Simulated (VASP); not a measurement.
Pb, 2 atoms in the cell. The structure is cubic, space group Fd-3m (No. 227). The conventional cell has a = 7.063 Å, b = 7.063 Å, c = 7.063 Å, α = 90.00°, β = 90.00°, γ = 90.00°. Within 4.0 Å of Pb (site symmetry -43m) lie 4 Pb at 3.06 Å. 

| Quantity | Value |
| --- | --- |
| Program | VASP 6.6.1 |
| Task | single point |
| Functional | PBE |
| Potentials or basis | VASP PAW PBE potentials, release 64 (Pb_d) |
| Cutoff | 520 eV |
| k mesh | 7 × 7 × 7 |
| Occupations | fermi-dirac, width 0.05 eV |
| Spin | no spin polarisation |
| Dipole correction | no |
| Further INCAR settings | ALGO = Normal; EDIFF = 1e-06; NBANDS = 21 |

Potentials or basis: VASP PAW PBE potentials, release 64 (Pb_d).

Command:

```console
$ cat potpaw_PBE.64/Pb_d/POTCAR > POTCAR
$ mpirun -np 1 vasp_std > vasp.out
```

Hardware: 1 thread of Intel Xeon 8259CL, on a shared host.

Task: How long does it take, and how much memory?

Result: Run time: 65 s on 1 thread of Intel Xeon 8259CL, on a shared host, peak memory 0.24 GiB. Counts: scf iterations 12, k points 20.
